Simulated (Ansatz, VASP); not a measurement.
# Two plane-wave programs on GaP

```
Ga P
1.0
     0.00000    2.71927    2.71927
     2.71927    0.00000    2.71927
     2.71927    2.71927    0.00000
Ga P
1 1
Direct
  0.00000 0.00000 0.00000
  0.75000 0.75000 0.75000
```

Alike in both runs: functional PBEsol; k mesh 16 × 16 × 16; occupations fermi-dirac, width 0.1 eV; no spin polarisation.

Ansatz relaxed the structure, and its values are those at the end. VASP's run is a single point on that final structure, the one shown.

|  | VASP | Ansatz |
| --- | --- | --- |
| version | VASP 6.6.1 | Ansatz 0.2.0 |
| potentials or method | VASP PAW PBE potentials, release 64 (Ga_d, P) | PAW with Ansatz's default frozen-core files, scalar-relativistic |
| plane-wave cutoff (eV) | 520 | 420 |
| valence electrons in the cell | 18 | 18 |

|  | VASP | Ansatz | Ansatz less VASP |
| --- | --- | --- | --- |
| pressure (GPa) | -0.1 | 0.0 | +0.06 |

VASP's potentials were made for PBE, not for PBEsol. The functional is the same, so the differences come from potentials, cutoffs and numerics.
